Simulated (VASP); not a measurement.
# Ti (P6_3/mmc) in VASP: a series of runs

Ti is run at these levels: PBE; tasks: single point.

All numbers are computed with VASP 6.6.1; they aren't measurements. Logs are shortened: lines on timing, memory, paths and dates and some standing lists are left out, and cuts for length are marked.

## (1) The cell of the first run

Symmetry: P6_3/mmc, No. 194, hexagonal system. Conventional cell: a = 2.939 Å, b = 2.939 Å, c = 4.656 Å, α = 90.00°, β = 90.00°, γ = 120.00°. Within 3.8 Å of Ti (site symmetry -6m2) lie 12 Ti at 2.88 to 2.94 Å.

## (2) Single point, PBE

INCAR

```
ALGO = Normal
EDIFF = 1E-6
ENCUT = 520
GGA = PE
ISIF = 2
ISMEAR = 0
LASPH = True
LCHARG = False
LREAL = False
LWAVE = False
NBANDS = 19
NELM = 60
PREC = Accurate
SIGMA = 0.2
```

KPOINTS

```
k-points
0
Gamma
  12 12 7
```

POSCAR

```
Ti
1.0
    2.9390756844      0.0000000000      0.0000000000
   -1.4695378422      2.5453142064      0.0000000000
    0.0000000000      0.0000000000      4.6559893251
Ti
2
Direct
    0.3333333333      0.6666666667      0.2500000000
    0.6666666667      0.3333333333      0.7500000000
```

Potentials or basis: VASP PAW PBE potentials, release 64 (Ti_sv).

Started as:

```bash
$ cat potpaw_PBE.64/Ti_sv/POTCAR > POTCAR
$ mpirun -np 1 vasp_std > vasp.out
```

OUTCAR:

```text
EDIFF = 1E-6
   ENCUT = 520
   GGA = PE
   ISIF = 2
   ISMEAR = 0
   LASPH = True
   LREAL = False
   NELM = 60
   PREC = Accurate

 ion  position               nearest neighbor table
   1  0.333  0.667  0.250-   2 2.88   2 2.88   2 2.88   2 2.88   2 2.88   2 2.88
   2  0.667  0.333  0.750-   1 2.88   1 2.88   1 2.88   1 2.88   1 2.88   1 2.88

  LATTYP: Found a hexagonal cell.
 ALAT       =     2.9390756844
 C/A-ratio  =     1.5841678899

  Lattice vectors:

 A1 = (   2.9390756844,   0.0000000000,   0.0000000000)
 A2 = (  -1.4695378422,   2.5453142064,   0.0000000000)
 A3 = (   0.0000000000,   0.0000000000,   4.6559893251)

Analysis of symmetry for initial positions (statically):
=====================================================================
 Subroutine PRICEL returns:
 Original cell was already a primitive cell.

 Routine SETGRP: Setting up the symmetry group for a
 hexagonal supercell.

 Subroutine GETGRP returns: Found 24 space group operations
 (whereof 12 operations were pure point group operations)
 out of a pool of 24 trial point group operations.

The static configuration has the point symmetry D_3d.
 The point group associated with its full space group is D_6h.

Analysis of symmetry for dynamics (positions and initial velocities):
=====================================================================
 Subroutine PRICEL returns:
 Original cell was already a primitive cell.

 Routine SETGRP: Setting up the symmetry group for a
 hexagonal supercell.

 Subroutine GETGRP returns: Found 24 space group operations
 (whereof 12 operations were pure point group operations)
 out of a pool of 24 trial point group operations.

The dynamic configuration has the point symmetry D_3d.
 The point group associated with its full space group is D_6h.

 Subroutine INISYM returns: Found 24 space group operations
 (whereof 12 operations are pure point group operations),
 and found     1 'primitive' translations

----------------------------------------------------------------------------------------

                                     Primitive cell

  volume of cell :      34.8309

  direct lattice vectors                    reciprocal lattice vectors
     2.939075684  0.000000000  0.000000000     0.340243024  0.196439402  0.000000000
    -1.469537842  2.545314206  0.000000000     0.000000000  0.392878804  0.000000000
     0.000000000  0.000000000  4.655989325     0.000000000  0.000000000  0.214777125

  length of vectors
     2.939075684  2.939075684  4.655989325     0.392878804  0.392878804  0.214777125

[... 79 lines left out ...]
   NELM   =     60;   NELMIN=  2; NELMDL= -5     # of ELM steps
   EDIFF  = 0.1E-05   stopping-criterion for ELM
   LREAL  =      F    real-space projection
   EDIFFG = 0.1E-04   stopping-criterion for IOM
   NSW    =      0    number of steps for IOM
   IBRION =     -1    ionic relax: 0-MD 1-quasi-New 2-CG
   NFREE  =      0    steps in history (QN), initial steepest desc. (CG)
   ISIF   =      2    stress and relaxation
   ISYM   =      2    0-nonsym 1-usesym 2-fastsym
   POTIM  = 0.5000    time-step for ionic-motion
   TEBEG  =    0.0;   TEEND  =   0.0 temperature during run
   PSTRESS=    0.0 pullay stress
   NELECT =      24.0000    total number of electrons
   NUPDOWN=      -1.0000    fix difference up-down
   EMIN   =  10.00;   EMAX   =-10.00  energy-range for DOS
   EFERMI =   0.00;   METHOD = LEGACY
   ISMEAR =     0;   SIGMA  =   0.20  broadening in eV -4-tet -1-fermi 0-gaus
   EFERMI_NEDOS =   21; number of points for ismear=-14 and -15
   IALGO  =     38    algorithm
   IMIX   =      4    mixing-type and parameters
     AMIX     =   0.40;   BMIX     =  1.00
     AMIX_MAG =   1.60;   BMIX_MAG =  1.00
  volume/ion in A,a.u.               =      17.42       117.53
  Fermi-wavevector in a.u.,A,eV,Ry     =   1.445963  2.732474 28.447185  2.090809
  Thomas-Fermi vector in A             =   2.564085
   LORBIT       =      0    0 simple, 1 ext, 2 COOP (PROOUT), +10 PAW based schemes
   GGA     = PE    functional components
   LHFCALC =     F    Hartree Fock is set to
   AEXX    =    0.0000 exact exchange contribution
   IVDW    =     0    specifies the selected vdW correction
   LEPSILON=     F    determine dielectric tensor
   LRPA    =     F    only Hartree local field effects (RPA)
 non-spin polarized calculation
 Gauss-broadening in eV      SIGMA  =   0.20
  energy-cutoff  :      520.00
  volume of cell :       34.83
 maximum number of plane-waves:       965
 NGX is ok and might be reduce to    24
   NGX = 11   NGY = 11   NGZ = 17

 number of electron      24.0000001 magnetization

 Free energy of the ion-electron system (eV)
  ---------------------------------------------------
  ext. energy  EPLUGINS =         0.00000000
  ---------------------------------------------------
  free energy    TOTEN  =       -15.69258859 eV

  energy without entropy =      -15.64855560  energy(sigma->0) =      -15.67057209

 E-fermi :   8.2964     XC(G=0): -11.4845

 val. band max:        8.2959632630   @ k =   0.1667   0.0000   0.0000
 cond. band min:       8.3042036689   @ k =   0.0000   0.0000   0.4286
 fundamental gap:      0.0082404060
 Fermi energy:         8.2963900301

 k-point     1 :       0.0000    0.0000    0.0000
  band No.  band energies     occupation
      1     -48.5545      2.00000
      2     -48.4194      2.00000
      3     -25.1359      2.00000
      4     -24.5033      2.00000
      5     -24.5033      2.00000
      6     -24.4343      2.00000
[... 505 lines left out ...]
      6     -24.6033      2.00000
[... 11 lines left out ...]
     18      11.0277      0.00000
     19      11.7532      0.00000

 [... further k-points ...]

------------------------ aborting loop because EDIFF is reached ----------------------------------------

  FORCE on cell =-STRESS in cart. coord.  units (eV):
  Direction    XX          YY          ZZ          XY          YZ          ZX
  --------------------------------------------------------------------------------------
  -------------------------------------------------------------------------------------
  Total       -0.0596079     -0.0596079     -0.0819723      0.0000000      0.0000000      0.0000000
  in kB       -2.7418900     -2.7418900     -3.7706266      0.0000000      0.0000000      0.0000000
  external PRESSURE =      -3.0848022 kB  Pullay stress =       0.0000000 kB

 VOLUME and BASIS-vectors are now :
 -----------------------------------------------------------------------------
  energy-cutoff  :      520.00
  volume of cell :       34.83
      direct lattice vectors                 reciprocal lattice vectors
     2.939075684  0.000000000  0.000000000     0.340243024  0.196439402  0.000000000
    -1.469537842  2.545314206  0.000000000     0.000000000  0.392878804  0.000000000
     0.000000000  0.000000000  4.655989325     0.000000000  0.000000000  0.214777125

 POSITION                                       TOTAL-FORCE (eV/Angst)
 -----------------------------------------------------------------------------------
     -0.00000      1.69688      1.16400        -0.000000      0.000000      0.000000
      1.46954      0.84844      3.49199         0.000000     -0.000000      0.000000
 -----------------------------------------------------------------------------------
    total drift:                               -0.000000      0.000000     -0.000000

  FREE ENERGIE OF THE ION-ELECTRON SYSTEM (eV)
  ---------------------------------------------------
  free  energy   TOTEN  =       -15.6925885888 eV

  energy  without entropy=      -15.6485556004  energy(sigma->0) =      -15.67057209
```

OSZICAR:

```text
N       E                     dE             d eps       ncg     rms          rms(c)
DAV:   1     0.261475177133E+03    0.26148E+03   -0.13046E+04  2896   0.158E+03
DAV:   2     0.125871839336E+02   -0.24889E+03   -0.24496E+03  2987   0.438E+02
DAV:   3    -0.164758885894E+02   -0.29063E+02   -0.28717E+02  5406   0.123E+02
DAV:   4    -0.177132385214E+02   -0.12373E+01   -0.12358E+01  3340   0.263E+01
DAV:   5    -0.177784629246E+02   -0.65224E-01   -0.65210E-01  4289   0.423E+00    0.118E+01
DAV:   6    -0.156889709149E+02    0.20895E+01   -0.76402E+00  3371   0.277E+01    0.295E+00
DAV:   7    -0.156737963191E+02    0.15175E-01   -0.68664E-01  4318   0.605E+00    0.205E+00
DAV:   8    -0.156999763268E+02   -0.26180E-01   -0.19894E-01  3145   0.511E+00    0.700E-01
DAV:   9    -0.156921643328E+02    0.78120E-02   -0.43595E-02  3296   0.213E+00    0.699E-02
DAV:  10    -0.156925691372E+02   -0.40480E-03   -0.31922E-03  4138   0.336E-01    0.769E-02
DAV:  11    -0.156926006502E+02   -0.31513E-04   -0.11556E-04  3705   0.734E-02    0.388E-02
DAV:  12    -0.156925883766E+02    0.12274E-04   -0.37791E-05  3227   0.545E-02    0.254E-03
DAV:  13    -0.156925885888E+02   -0.21217E-06   -0.11481E-06  2185   0.895E-03
   1 F= -.15692589E+02 E0= -.15670572E+02  d E =-.440330E-01
```

stdout:

```text
POSCAR found type information on POSCAR Ti
 POSCAR found :  1 types and       2 ions
 scaLAPACK will be used
 LDA part: xc-table for (Slater+PW92), standard interpolation
 POSCAR, INCAR and KPOINTS ok, starting setup
 FFT: planning ... GRIDC
 FFT: planning ... GRID_SOFT
 FFT: planning ... GRID
 WAVECAR not read
 entering main loop
```

Run time: 44 s. Hardware: 1 thread of Intel Xeon Platinum 8175M at 2.50GHz (Skylake/Cascade Lake), shared host; peak memory 0.18 GiB.

What came out:

```
Free energy            : -15.6926 eV
Pressure               : -0.3 GPa
Band gap on the k mesh : zero (band 12 reaches 9.08 eV, above the bottom of band 13 at 8.01 eV)
```

Levels at points of the mesh, in eV from the Fermi level:
| k point | band 10 | band 11 | band 12 | band 13 | band 14 | band 15 |
| --- | --- | --- | --- | --- | --- | --- |
| (0.00, 0.00, 0.00) | -2.67 | 0.77 | 0.78 | 0.78 | 0.90 | 1.28 |
| (0.50, 0.00, 0.00) | -2.14 | -1.82 | -0.62 | 0.50 | 0.64 | 1.18 |

[end of part 1 of 2]
